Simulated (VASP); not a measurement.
## BeH2: single point with PBEsol

The system is BeH2.

```
CELL_PARAMETERS angstrom
0.00000 1.97495 1.97495
1.97495 0.00000 1.97495
1.97495 1.97495 0.00000
ATOMIC_POSITIONS crystal
Be 0.00000 0.00000 0.00000
H 0.25000 0.25000 0.25000
H 0.75000 0.75000 0.75000
```

```yaml
Program: VASP 6.6.1
Task: single point
Functional: PBEsol
Potentials_or_basis: VASP PAW PBE potentials, release 64 (Be, H)
Cutoff: 520 eV
k_mesh: 8 × 8 × 8
Occupations: fermi-dirac, width 0.02 eV
Spin: no spin polarisation
```

| Property | Result |
| --- | --- |
| Pressure | -1.1 GPa |
| Band gap on the k mesh | zero (bands 2 and 3 overlap by 5.10 eV) |

Levels at points of the mesh, in eV from the Fermi level:
| k point | band 1 | band 2 | band 3 | band 4 | band 5 | band 6 | band 7 |
| --- | --- | --- | --- | --- | --- | --- | --- |
| (0.00, 0.00, 0.00) | -14.12 | 3.91 | 9.28 | 9.28 | 9.28 | 14.79 | 14.79 |
| (0.50, 0.00, 0.00) | -8.71 | -7.56 | 7.12 | 7.12 | 10.46 | 10.58 | 14.03 |
| (0.50, 0.50, 0.00) | -8.57 | -1.30 | -1.19 | 2.90 | 2.90 | 10.39 | 19.85 |

It took 11 s on 1 thread of AMD EPYC 7571, with other jobs on the host, peak memory 0.1 GiB.

Caveat: the PAW data sets were made with another functional, which shifts forces and pressure a little.
